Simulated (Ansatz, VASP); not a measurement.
One calculation of Se, two programs

```
CELL_PARAMETERS angstrom
5.63344 3.20835 1.38672
-5.72856 3.32197 1.50034
0.05084 -6.57462 1.54193
ATOMIC_POSITIONS crystal
Se 0.28066 0.16251 0.91818
Se 0.91818 0.28066 0.16251
Se 0.16251 0.91818 0.28066
Se 0.71934 0.83749 0.08182
Se 0.08182 0.71934 0.83749
Se 0.83749 0.08182 0.71934
```

Change from the starting cell: equal xy, yz and zx shear strains of -2 %.

Alike in both runs: task single point; functional PBE; k mesh 6 × 6 × 6; occupations fermi-dirac, width 0.01 eV; no spin polarisation.

|  | VASP | Ansatz |
| --- | --- | --- |
| version | VASP 6.6.1 | Ansatz 0.2.0 |
| potentials or method | VASP PAW PBE potentials, release 64 (Se), cutoff 520 eV | all-electron LAPW, scalar-relativistic |

```csv
,VASP,Ansatz,Ansatz less VASP
gap on the k mesh at the Fermi level (eV),1.10,1.11,+0.013
pressure (GPa),2.9,2.7,-0.15
"traceless stress, the component that is largest in VASP (GPa)",0.93,0.92,-0.011
rms of the force components (eV/Å),0.339,0.317,-0.0227
```

Atom by atom the forces differ by 0.025 eV/Å (rms over components). Ansatz ran all-electron here, and VASP with PAW potentials.
